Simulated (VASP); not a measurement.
# LaMoC2 (P-4m2) in VASP: a series of runs

The runs below take LaMoC2 through single point, relaxation of cell and atoms, with PBE.

Everything below comes from runs of VASP 6.6.1. Logs are shortened: lines on timing, memory, paths and dates and some standing lists are left out, and cuts for length are marked.

## Step 1: The cell of the first run

It takes space group P-4m2 (No. 115, tetragonal). Conventional cell: a = 3.666 Å, b = 3.666 Å, c = 5.215 Å, α = 90.00°, β = 90.00°, γ = 90.00°. Within 3.4 Å of La (site symmetry -4m2) lie 4 C at 2.55 Å. Mo (site symmetry -4m2) has 4 C at 2.02 Å within 2.7 Å. C (site symmetry 2mm) has 2 Mo at 2.02 Å and 2 La at 2.55 Å within 2.7 Å.

The cell was generated, and may not be a known phase.

## Step 2: Single point, PBE

Input file INCAR:

```
SYSTEM = LaMoC2
  ALGO = Normal
  EDIFF = 1E-6
  ENCUT = 520
  GGA = PE
  ISIF = 2
  ISMEAR = 0
  LASPH = .True.
  LCHARG = .False.
  LREAL = .False.
  LWAVE = .False.
  NBANDS = 24
  NELM = 100
  PREC = Accurate
  SIGMA = 0.1
```

Input file KPOINTS:

```
k-points
0
Gamma
  6 6 4
  0 0 0
```

Input file POSCAR:

```
LaMoC2
1.0
    3.6655235289      0.0000000000      0.0000000000
    0.0000000000      3.6655235289      0.0000000000
    0.0000000000      0.0000000000      5.2147432037
La Mo C
1 1 2
Direct
    0.5000000000      0.5000000000      0.0000000000
    0.0000000000      0.0000000000      0.5000000000
    0.0000000000      0.5000000000      0.3391440523
    0.5000000000      0.0000000000      0.6608559477
```

Potentials or basis: VASP PAW PBE potentials, release 64 (La, Mo_sv, C).

Started as:

```
cat potpaw_PBE.64/La/POTCAR potpaw_PBE.64/Mo_sv/POTCAR potpaw_PBE.64/C/POTCAR > POTCAR
mpirun -np 1 vasp_std > vasp.out
```

OUTCAR:

```text
SYSTEM = LaMoC2
   EDIFF = 1E-6
   ENCUT = 520
   GGA = PE
   ISIF = 2
   ISMEAR = 0
   LASPH = .True.
   LREAL = .False.
   NELM = 100
   PREC = Accurate

 ion  position               nearest neighbor table
   1  0.500  0.500  0.000-   3 2.55   4 2.55   4 2.55   3 2.55
   2  0.000  0.000  0.500-   3 2.02   4 2.02   3 2.02   4 2.02
   3  0.000  0.500  0.339-   2 2.02   2 2.02   1 2.55   1 2.55
   4  0.500  0.000  0.661-   2 2.02   2 2.02   1 2.55   1 2.55

  LATTYP: Found a simple tetragonal cell.
 ALAT       =     3.6655235289
 C/A-ratio  =     1.4226462230

  Lattice vectors:

 A1 = (   3.6655235289,   0.0000000000,   0.0000000000)
 A2 = (   0.0000000000,   3.6655235289,   0.0000000000)
 A3 = (   0.0000000000,   0.0000000000,   5.2147432037)

Analysis of symmetry for initial positions (statically):
=====================================================================
 Subroutine PRICEL returns:
 Original cell was already a primitive cell.

 Routine SETGRP: Setting up the symmetry group for a
 simple tetragonal supercell.

 Subroutine GETGRP returns: Found  8 space group operations
 (whereof  8 operations were pure point group operations)
 out of a pool of 16 trial point group operations.

The static configuration has the point symmetry D_2d.

Analysis of symmetry for dynamics (positions and initial velocities):
=====================================================================
 Subroutine PRICEL returns:
 Original cell was already a primitive cell.

 Routine SETGRP: Setting up the symmetry group for a
 simple tetragonal supercell.

 Subroutine GETGRP returns: Found  8 space group operations
 (whereof  8 operations were pure point group operations)
 out of a pool of 16 trial point group operations.

The dynamic configuration has the point symmetry D_2d.

 Subroutine INISYM returns: Found  8 space group operations
 (whereof  8 operations are pure point group operations),
 and found     1 'primitive' translations

----------------------------------------------------------------------------------------

                                     Primitive cell

  volume of cell :      70.0656

  direct lattice vectors                    reciprocal lattice vectors
     3.665523529  0.000000000  0.000000000     0.272812326  0.000000000  0.000000000
     0.000000000  3.665523529  0.000000000     0.000000000  0.272812326  0.000000000
     0.000000000  0.000000000  5.214743204     0.000000000  0.000000000  0.191763997

  length of vectors
     3.665523529  3.665523529  5.214743204     0.272812326  0.272812326  0.191763997

  position of ions in fractional coordinates (direct lattice)
     0.500000000  0.500000000  0.000000000
     0.000000000  0.000000000  0.500000000
     0.000000000  0.500000000  0.339144052
     0.500000000  0.000000000  0.660855948

  ion indices of the primitive-cell ions
   primitive index   ion index
                 1           1
                 2           2
                 3           3
                 4           4

----------------------------------------------------------------------------------------

 KPOINTS: k-points

Automatic generation of k-mesh.
 Grid dimensions read from file:
 generate k-points for:    6    6    4

 Generating k-lattice:

  Cartesian coordinates                     Fractional coordinates (reciprocal lattice)
     0.045468721  0.000000000  0.000000000     0.166666667  0.000000000  0.000000000
     0.000000000  0.045468721  0.000000000     0.000000000  0.166666667  0.000000000
     0.000000000  0.000000000  0.047940999     0.000000000  0.000000000  0.250000000

  Length of vectors
     0.045468721  0.045468721  0.047940999

  Shift w.r.t. Gamma in fractional coordinates (k-lattice)
     0.000000000  0.000000000  0.000000000

 Subroutine IBZKPT returns following result:
 ===========================================

 Found     30 irreducible k-points:

 Following reciprocal coordinates:
            Coordinates               Weight
  0.000000  0.000000  0.000000      1.000000
  0.166667  0.000000  0.000000      4.000000
  0.333333  0.000000  0.000000      4.000000
  0.500000  0.000000  0.000000      2.000000
  0.166667  0.166667  0.000000      4.000000
  0.333333  0.166667  0.000000      8.000000
[... 16 lines left out ...]
  0.333333  0.000000  0.500000      4.000000
  0.500000  0.000000  0.500000      2.000000
 [... further k-points ...]
   k-points           NKPTS =     30   k-points in BZ     NKDIM =     30   number of bands    NBANDS=     24
   number of dos      NEDOS =    301   number of ions     NIONS =      4
   total plane-waves  NPLWV =  31360
   dimension x,y,z NGX =    28 NGY =   28 NGZ =   40
   dimension x,y,z NGXF=    56 NGYF=   56 NGZF=   80
   ions per type =               1   1   2
   NGX,Y,Z   is equivalent  to a cutoff of  12.70, 12.70, 12.75 a.u.
   NGXF,Y,Z  is equivalent  to a cutoff of  25.40, 25.40, 25.50 a.u.
 SYSTEM =  LaMoC2
   PREC   = accura    normal or accurate (medium, high low for compatibility)
   ISTART =      0    job   : 0-new  1-cont  2-samecut
   ICHARG =      2    charge: 1-file 2-atom 10-const
   ISPIN  =      1    spin polarized calculation?
   LNONCOLLINEAR =      F non collinear calculations
   LSORBIT =      F    spin-orbit coupling
   LASPH  =      T    aspherical Exc in radial PAW
   ENCUT  =  520.0 eV  38.22 Ry    6.18 a.u.   6.82  6.82  9.70*2*pi/ulx,y,z
   NELM   =    100;   NELMIN=  2; NELMDL= -5     # of ELM steps
   EDIFF  = 0.1E-05   stopping-criterion for ELM
   LREAL  =      F    real-space projection
   EDIFFG = 0.1E-04   stopping-criterion for IOM
   NSW    =      0    number of steps for IOM
   IBRION =     -1    ionic relax: 0-MD 1-quasi-New 2-CG
   NFREE  =      0    steps in history (QN), initial steepest desc. (CG)
   ISIF   =      2    stress and relaxation
   ISYM   =      2    0-nonsym 1-usesym 2-fastsym
   POTIM  = 0.5000    time-step for ionic-motion
   TEBEG  =    0.0;   TEEND  =   0.0 temperature during run
   PSTRESS=    0.0 pullay stress
   NELECT =      33.0000    total number of electrons
   NUPDOWN=      -1.0000    fix difference up-down
   EMIN   =  10.00;   EMAX   =-10.00  energy-range for DOS
   EFERMI =   0.00;   METHOD = LEGACY
   ISMEAR =     0;   SIGMA  =   0.10  broadening in eV -4-tet -1-fermi 0-gaus
   EFERMI_NEDOS =   21; number of points for ismear=-14 and -15
   IALGO  =     38    algorithm
   IMIX   =      4    mixing-type and parameters
     AMIX     =   0.40;   BMIX     =  1.00
     AMIX_MAG =   1.60;   BMIX_MAG =  1.00
  volume/ion in A,a.u.               =      17.52       118.21
  Fermi-wavevector in a.u.,A,eV,Ry     =   1.273731  2.407003 22.073976  1.622391
  Thomas-Fermi vector in A             =   2.406538
   LORBIT       =      0    0 simple, 1 ext, 2 COOP (PROOUT), +10 PAW based schemes
   GGA     = PE    functional components
   LHFCALC =     F    Hartree Fock is set to
   AEXX    =    0.0000 exact exchange contribution
   IVDW    =     0    specifies the selected vdW correction
   LEPSILON=     F    determine dielectric tensor
   LRPA    =     F    only Hartree local field effects (RPA)
 non-spin polarized calculation
 Gauss-broadening in eV      SIGMA  =   0.10
  energy-cutoff  :      520.00
  volume of cell :       70.07
 maximum number of plane-waves:      1920
 NGX is ok and might be reduce to    28
   NGX = 13   NGY = 13   NGZ = 19

 number of electron      32.9999999 magnetization

 Free energy of the ion-electron system (eV)
  ---------------------------------------------------
  ext. energy  EPLUGINS =         0.00000000
  ---------------------------------------------------
  free energy    TOTEN  =       -33.00133161 eV

  energy without entropy =      -32.98408244  energy(sigma->0) =      -32.99270703

 E-fermi :   7.9080     XC(G=0): -10.6891

 val. band max:        7.9046517139   @ k =   0.1667   0.1667   0.5000
 cond. band min:       7.9242067083   @ k =   0.5000   0.3333   0.5000
 fundamental gap:      0.0195549944
 Fermi energy:         7.9080008836

 k-point     1 :       0.0000    0.0000    0.0000
  band No.  band energies     occupation
      1     -53.2167      2.00000
      2     -27.3761      2.00000
      3     -27.3761      2.00000
      4     -27.3184      2.00000
      5     -24.4523      2.00000
      6      -8.5390      2.00000
[... 16 lines left out ...]
     23      10.5275      0.00000
     24      10.5931      0.00000

 k-point     2 :       0.1667    0.0000    0.0000
  band No.  band energies     occupation
      1     -53.2160      2.00000
      2     -27.3952      2.00000
      3     -27.3747      2.00000
      4     -27.3173      2.00000
      5     -24.4283      2.00000
      6      -8.5057      2.00000
[... 16 lines left out ...]
     23      10.5482      0.00000
     24      10.5934      0.00000

 k-point     3 :       0.3333    0.0000    0.0000
  band No.  band energies     occupation
      1     -53.2145      2.00000
      2     -27.4332      2.00000
      3     -27.3720      2.00000
      4     -27.3153      2.00000
      5     -24.3798      2.00000
      6      -8.7644      2.00000
[... 16 lines left out ...]
     23      10.6139      0.00000
     24      10.6158      0.00000
[... 514 lines left out ...]
 k-point    23 :       0.3333    0.0000    0.5000
  band No.  band energies     occupation
      1     -53.2145      2.00000
      2     -27.4323      2.00000
      3     -27.3719      2.00000
      4     -27.3165      2.00000
      5     -24.3793      2.00000
      6      -8.7388      2.00000
[... 16 lines left out ...]
     23      10.5565      0.00000
     24      10.6429      0.00000

 k-point    24 :       0.5000    0.0000    0.5000
  band No.  band energies     occupation
      1     -53.2138      2.00000
      2     -27.4508      2.00000
      3     -27.3706      2.00000
      4     -27.3149      2.00000
      5     -24.3566      2.00000
      6      -8.9652      2.00000
[... 16 lines left out ...]
     23      10.5822      0.00000
     24      10.7422      0.00000

 [... further k-points ...]

------------------------ aborting loop because EDIFF is reached ----------------------------------------

  FORCE on cell =-STRESS in cart. coord.  units (eV):
  Direction    XX          YY          ZZ          XY          YZ          ZX
  --------------------------------------------------------------------------------------
  -------------------------------------------------------------------------------------
  Total        0.0214660      0.0214660     -0.0205994      0.0000000     -0.0000000      0.0000000
  in kB        0.4908599      0.4908599     -0.4710428      0.0000000     -0.0000000      0.0000000
  external PRESSURE =       0.1702257 kB  Pullay stress =       0.0000000 kB

 VOLUME and BASIS-vectors are now :
 -----------------------------------------------------------------------------
  energy-cutoff  :      520.00
  volume of cell :       70.07
      direct lattice vectors                 reciprocal lattice vectors
     3.665523529  0.000000000  0.000000000     0.272812326  0.000000000  0.000000000
     0.000000000  3.665523529  0.000000000     0.000000000  0.272812326  0.000000000
     0.000000000  0.000000000  5.214743204     0.000000000  0.000000000  0.191763997

 POSITION                                       TOTAL-FORCE (eV/Angst)
 -----------------------------------------------------------------------------------
      1.83276      1.83276      0.00000        -0.000000     -0.000000     -0.000000
      0.00000      0.00000      2.60737         0.000000      0.000000     -0.000000
      0.00000      1.83276      1.76855        -0.000000      0.000000     -0.019536
      1.83276      0.00000      3.44619        -0.000000      0.000000      0.019536
 -----------------------------------------------------------------------------------
    total drift:                               -0.000000      0.000000      0.000000

  FREE ENERGIE OF THE ION-ELECTRON SYSTEM (eV)
  ---------------------------------------------------
  free  energy   TOTEN  =       -33.0013316124 eV

  energy  without entropy=      -32.9840824413  energy(sigma->0) =      -32.99270703
```

Run time: 1.9 min. Hardware: 1 thread of Intel Xeon 8259CL, shared host; peak memory 0.22 GiB.

What came out:

```yaml
Free_energy: -33.0013 eV
Pressure: 0.0 GPa
Largest_force: 0.020 eV/Å
Band_gap_on_the_k_mesh: zero (an odd number of electrons rules out a gap without spin polarisation)
```

Forces in eV/Å, atoms in the order of the input:
```
La   0.000  0.000  0.000
Mo   0.000  0.000  0.000
C    0.000  0.000 -0.020
C    0.000  0.000  0.020
```

Stress tensor (GPa, compression positive):
```
 0.05  0.00  0.00
 0.00  0.05  0.00
 0.00  0.00 -0.05
```

Caveat: spin-orbit coupling is left out, which moves the levels of the heavy elements.

## Step 3: Relaxation of cell and atoms, PBE

This run uses another cell than the first one, of 15.97 Å³/atom.

Input file INCAR:

```
SYSTEM = LaMoC2
PREC = Accurate
ENCUT = 600
EDIFF = 1E-7
ISMEAR = 0
SIGMA = 0.1
LREAL = .FALSE.
LASPH = .TRUE.
NELM = 80
ALGO = Normal
ISIF = 3
LWAVE = .FALSE.
LCHARG = .FALSE.
GGA = PE
IBRION = 2
NSW = 90
EDIFFG = -0.04
```

Input file KPOINTS:

```
regular mesh
0
G
  6 6 4
  0 0 0
```

Input file POSCAR:

```
LaMoC2
1.0
    3.3866278100      0.0000000000      0.0000000000
    0.0000000000      3.3866278100      0.0000000000
    0.0000000000      0.0000000000      5.5714133500
La Mo C
1 1 2
Direct
    0.5000000000      0.5000000000      0.0000000000
    0.0000000000      0.0000000000      0.5000000000
    0.0000000000      0.5000000000      0.3458199600
    0.5000000000      0.0000000000      0.6541800400
```

Potentials or basis: VASP PAW PBE potentials, release 64 (La, Mo_sv, C).

Started as:

```
cat potpaw_PBE.64/La/POTCAR potpaw_PBE.64/Mo_sv/POTCAR potpaw_PBE.64/C/POTCAR > POTCAR
mpirun -np 1 vasp_std > vasp.out
```

It took 18 min on 1 thread of Intel Xeon 8259CL, shared host; peak memory 0.24 GiB.

It converged, with:

- Free energy: -32.9995 eV
- Relaxed volume: 17.51 Å³/atom
- Relaxed cell: a = 3.671 Å, b = 3.671 Å, c = 5.196 Å, α = 90.00°, β = 90.00°, γ = 90.00°
- Space group after relaxing (to 0.1 Å): P-4m2 (No. 115)
- Energy gained by relaxing: 162.6 meV/atom
- Ionic steps: 13
- Pressure after relaxing: 0.0 GPa
- Largest force after relaxing: 0.025 eV/Å

Forces on the atoms (eV/Å):
```
La   0.000  0.000  0.000
Mo   0.000  0.000  0.000
C    0.000  0.000  0.025
C    0.000  0.000 -0.025
```

Stress tensor (GPa, compression positive):
```
-0.11  0.00  0.00
 0.00 -0.11  0.00
 0.00  0.00  0.12
```

Step by step:
```csv
step,energy change (eV),largest force (eV/Å),pressure (GPa),volume (Å³)
1,0.0000,2.2091,18.08,63.90
2,0.1167,0.8181,-16.00,81.97
3,-0.5241,0.3897,-2.39,71.65
4,-0.5247,0.4303,-1.94,71.42
5,-0.5992,0.0402,-0.39,70.25
6,-0.6178,0.2489,0.92,69.37
7,-0.6179,0.2770,1.05,69.29
8,-0.6321,0.3241,-0.62,70.17
9,-0.6338,0.3441,-1.32,70.55
10,-0.6439,0.2353,-0.69,70.28
11,-0.6501,0.0380,0.39,69.79
12,-0.6501,0.0525,0.31,69.82
13,-0.6505,0.0254,-0.03,70.02
```

Final structure:
```
La Mo C
1.0
     3.67095    0.00000    0.00000
     0.00000    3.67095    0.00000
     0.00000    0.00000    5.19622
La Mo C
1 1 2
Direct
  0.50000 0.50000 0.00000
  0.00000 0.00000 0.50000
  0.00000 0.50000 0.33877
  0.50000 0.00000 0.66123
```

Levels at points of the mesh, in eV from the Fermi level:
```tsv
k point	band 14	band 15	band 16	band 17	band 18	band 19	band 20
(0.00, 0.00, 0.00)	-3.20	-0.96	-0.96	0.03	0.35	0.40	1.63
(0.50, 0.00, 0.00)	-3.15	-2.71	-1.39	-0.75	0.68	1.62	2.13
(0.50, 0.50, 0.00)	-2.15	-2.15	-0.73	0.70	0.70	0.93	1.72
(0.00, 0.00, 0.50)	-3.43	-1.61	-1.61	-0.49	0.03	0.50	1.96
(0.50, 0.00, 0.50)	-3.00	-2.74	-1.08	-0.09	1.20	1.87	2.10
(0.50, 0.50, 0.50)	-1.22	-1.22	-0.96	-0.91	-0.51	-0.51	-0.20
```

Caveat: the highest band is partly filled, so the run has too few bands; spin-orbit coupling is left out, which moves the levels of the heavy elements.
